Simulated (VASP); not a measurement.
Input of a VASP 6.6.1 run:

The input INCAR:

```
ALGO = Normal
EDIFF = 1E-7
ENCUT = 520
GGA = RE
ISIF = 2
ISMEAR = -1
IVDW = 12
LASPH = T
LCHARG = T
LELF = T
LREAL = F
LVHAR = T
LWAVE = F
NBANDS = 11
NELM = 60
PREC = Accurate
SIGMA = 0.05
```

File KPOINTS:

```
k-points
0
Gamma
  10 10 10
```

POSCAR

```
BAs
1.0
    0.0000000000      2.3562190158      2.3562190158
    2.3562190158      0.0000000000      2.3562190158
    2.3562190158      2.3562190158      0.0000000000
As B
1 1
Direct
    0.7500000000      0.7500000000      0.7500000000
    0.0000000000      0.0000000000      0.0000000000
```

Potentials or basis: VASP PAW PBE potentials, release 64 (As, B).

Run with:

```bash
$ cat potpaw_PBE.64/As/POTCAR potpaw_PBE.64/B/POTCAR > POTCAR
$ mpirun -np 1 vasp_std > vasp.out
```

Question: What does it give for the pressure?

Answer: 3.5 GPa.

Question: What does it give for the dispersion energy per atom?

Answer: -0.679 eV.

Question: Estimate the band gap on the k mesh.

Answer: 1.15 eV, indirect (least direct gap 3.33 eV).

Caveat: the PAW data sets were made with another functional, which shifts forces and pressure a little. A k mesh can miss the band edges.
